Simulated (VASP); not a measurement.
The system is Mg2ZnS3.

```xyz
6
Lattice="3.6375 0.0000 0.0000 0.0000 3.6375 0.0000 0.0000 0.0000 8.0804" Properties=species:S:1:pos:R:3 pbc="T T T"
Mg    1.8188    0.0000    5.9785
Mg    0.0000    1.8188    2.1019
Zn    1.8188    1.8188    0.0000
S     1.8188    0.0000    3.0992
S     0.0000    1.8188    4.9813
S     0.0000    0.0000    0.0000
```

- Program: VASP 6.6.1
- Task: relaxation of cell and atoms
- Functional: PBE
- Potentials or basis: VASP PAW PBE potentials, release 64 (Mg, Zn, S)
- Cutoff: 600 eV
- k mesh: 6 × 6 × 2
- Occupations: gaussian, width 0.1 eV
- Spin: no spin polarisation

At the start: pressure -1.5 GPa; volume 17.82 Å³/atom.

Problem. How do energy, volume and symmetry change on relaxing?

Solution. Over 23 steps the energy falls by 443.8 meV/atom and the volume is 22.20 Å³/atom (+24.6 %); space group P-4m2 (No. 115, to 0.05 Å).

The path:
| step | energy change (eV) | largest force (eV/Å) | pressure (GPa) | volume (Å³) |
| --- | --- | --- | --- | --- |
| 1 | 0.0000 | 2.0870 | -1.46 | 106.92 |
| 2 | -0.6363 | 1.6828 | 0.13 | 104.40 |
| 3 | -1.3682 | 1.0593 | 6.05 | 99.69 |
| 4 | -0.1794 | 0.6747 | 28.91 | 90.18 |
| 5 | -1.4365 | 0.7108 | 10.16 | 97.51 |
| 6 | -1.7657 | 0.6207 | 6.29 | 102.13 |
| 7 | -2.0465 | 0.7873 | -2.53 | 116.59 |
| 8 | -2.0694 | 0.6271 | -0.84 | 113.24 |
| 9 | -2.1217 | 0.6166 | -0.66 | 113.55 |
| 10 | -2.2720 | 0.5831 | -0.10 | 114.42 |
| 11 | -2.4796 | 0.5318 | 1.47 | 116.03 |
| 12 | -1.9124 | 1.9656 | 6.85 | 118.67 |
| 13 | -2.5016 | 0.4916 | 2.03 | 116.37 |
| 14 | -2.5564 | 0.4472 | -0.30 | 122.37 |
| 15 | -2.5564 | 0.4455 | -0.37 | 122.59 |
| 16 | -2.5961 | 0.2670 | 0.07 | 123.97 |
| 17 | -2.6307 | 0.2469 | 1.05 | 126.61 |
| 18 | -2.6567 | 0.0498 | -0.45 | 132.54 |
| 19 | -2.6567 | 0.0541 | -0.50 | 132.76 |
| 20 | -2.6597 | 0.0973 | 0.30 | 133.35 |
| 21 | -2.6613 | 0.0613 | 0.00 | 133.14 |
| 22 | -2.6621 | 0.0454 | 0.10 | 133.17 |
| 23 | -2.6625 | 0.0255 | 0.25 | 133.22 |

Final structure:
```
CELL_PARAMETERS angstrom
3.51164 0.00000 0.00000
0.00000 3.51164 0.00000
0.00000 0.00000 10.80312
ATOMIC_POSITIONS crystal
Mg 0.50000 0.00000 0.60461
Mg 0.00000 0.50000 0.39539
Zn 0.50000 0.50000 0.00000
S 0.50000 0.00000 0.36554
S 0.00000 0.50000 0.63446
S 0.00000 0.00000 0.00000
```

Caveat: the k points lie up to 0.30 Å⁻¹ apart in the final cell; the volume moved by over 15 % at a fixed basis, so the end points are rough.
